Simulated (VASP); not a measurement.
Wanted: the native input for a VASP 6.6.1 run.

| Property | Result |
| --- | --- |
| Task | single point |
| Functional | LDA |
| Potentials or basis | VASP PAW LDA potentials, release 64 (Ag) |
| Cutoff | 520 eV |
| k mesh | 15 × 15 × 15 |
| Occupations | fermi-dirac, width 0.05 eV |
| Spin | no spin polarisation |
| Dipole correction | no |
| Further INCAR settings | ALGO = Normal; EDIFF = 1e-07; NBANDS = 12 |

The structure of Ag lies in POSCAR:

```
Ag
1.0
    0.0000000000      2.0226690000      2.0431000000
    2.0226690000      0.0000000000      2.0431000000
    2.0226690000      2.0226690000      0.0000000000
Ag
1
Direct
    0.0000000000      0.0000000000      0.0000000000
```

This cell differs from its parent crystal: equal xx and yy strain of -1 %.

One way to write it, as run:

INCAR

```
ALGO     = Normal         # electronic algorithm
EDIFF    = 1E-7           # SCF threshold, eV
ENCUT    = 520            # plane-wave cutoff, eV
GGA      = CA             # functional
ISIF     = 2              # what is computed and relaxed
ISMEAR   = -1             # smearing method
LASPH    = True           # aspherical terms in the spheres
LCHARG   = False          # write CHGCAR
LREAL    = False          # projectors in reciprocal space
LWAVE    = False          # write WAVECAR
NBANDS   = 12             # bands
NELM     = 80             # most SCF steps
PREC     = Accurate       # precision mode
SIGMA    = 0.05           # smearing width, eV
```

KPOINTS

```
k-points
0
Gamma
  15 15 15
```

Potentials or basis: VASP PAW LDA potentials, release 64 (Ag).

The run is started by

```console
$ cat potpaw_LDA.64/Ag/POTCAR > POTCAR
$ mpirun -np 1 vasp_std > vasp.out
```

It gave:

```
Pressure : -5.3 GPa
```

Caveat: the cell differs from its parent crystal (equal xx and yy strain of -1 %).

Run time: 30 s on 1 thread of AMD EPYC 9R14 (Zen 4), on a shared host, peak memory 0.14 GiB.
